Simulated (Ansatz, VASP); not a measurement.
## ZnSe in VASP and in Ansatz

```xyz
4
Lattice="4.1606 0.0000 0.0000 0.0000 4.1606 0.0000 0.0000 0.0000 5.4911" Properties=species:S:1:pos:R:3 pbc="T T T"
Zn    0.0000    0.0000    0.0000
Zn    2.0803    2.0803    0.0000
Se    0.0000    2.0803    1.2254
Se    2.0803    0.0000    4.2657
```

Alike in both runs: task single point; functional LDA; k mesh 8 × 8 × 6; occupations gaussian, width 0.05 eV; no spin polarisation.

|  | VASP | Ansatz |
| --- | --- | --- |
| version | VASP 6.6.1 | Ansatz 0.2.0 |
| potentials or method | VASP PAW LDA potentials, release 64 (Zn, Se), cutoff 520 eV | scalar-relativistic, plane waves, PAW |
| valence electrons in the cell | 36 | 56 |

|  | VASP | Ansatz | Ansatz less VASP |
| --- | --- | --- | --- |
| gap on the k mesh at the Fermi level (eV) | 0.73 | 0.72 | -0.008 |
| least direct gap on the mesh (eV) | 0.73 | 0.72 | -0.008 |
| pressure (GPa) | 3.5 | 3.1 | -0.42 |
| traceless stress, the component that is largest in VASP (GPa) | 1.51 | 1.62 | +0.116 |
| rms of the force components (eV/Å) | 0.628 | 0.599 | -0.0292 |

LDA's correlation is that of Perdew and Zunger in VASP and of Perdew and Wang (1992) in Ansatz. Atom by atom the forces differ by 0.029 eV/Å (rms over components). VASP's potentials hold 36 valence electrons a cell and Ansatz's 56, so a difference there can come from the potentials and not from the codes.
